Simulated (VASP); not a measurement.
# O2C: single point with PBE

System: O2C, in a box.

```
O C
1.0
    15.00000    0.00000    0.00000
     0.00000   15.50000    0.00000
     0.00000    0.00000   16.00000
O C
2 1
Direct
  0.43027 0.50007 0.46715
  0.56973 0.49993 0.53285
  0.50000 0.50000 0.50000
```

* Program: VASP 6.6.1
* Task: single point
* Functional: PBE
* Potentials or basis: VASP PAW PBE potentials, release 64 (O, C)
* Cutoff: 520 eV
* k mesh: 1 × 1 × 1
* Occupations: gaussian, width 0.005 eV
* Spin: no spin polarisation

The largest force is 0.635 eV/Å. The gap between the frontier levels is 8.08 eV.

Forces on the atoms (eV/Å):
```
O   -0.566  0.001 -0.285
O    0.568  0.000  0.285
C   -0.001 -0.001  0.000
```

Levels at points of the mesh, in eV from the valence-band top:
| k point | band 5 | band 6 | band 7 | band 8 | band 9 | band 10 | band 11 | band 12 |
| --- | --- | --- | --- | --- | --- | --- | --- | --- |
| (0.00, 0.00, 0.00) | -3.61 | -3.52 | 0.00 | 0.00 | 8.08 | 8.56 | 8.56 | 9.16 |

Run time: 4.9 min on 1 thread of AMD EPYC 7R13 Processor (Zen 3), with other jobs on the host, peak memory 2.1 GiB.
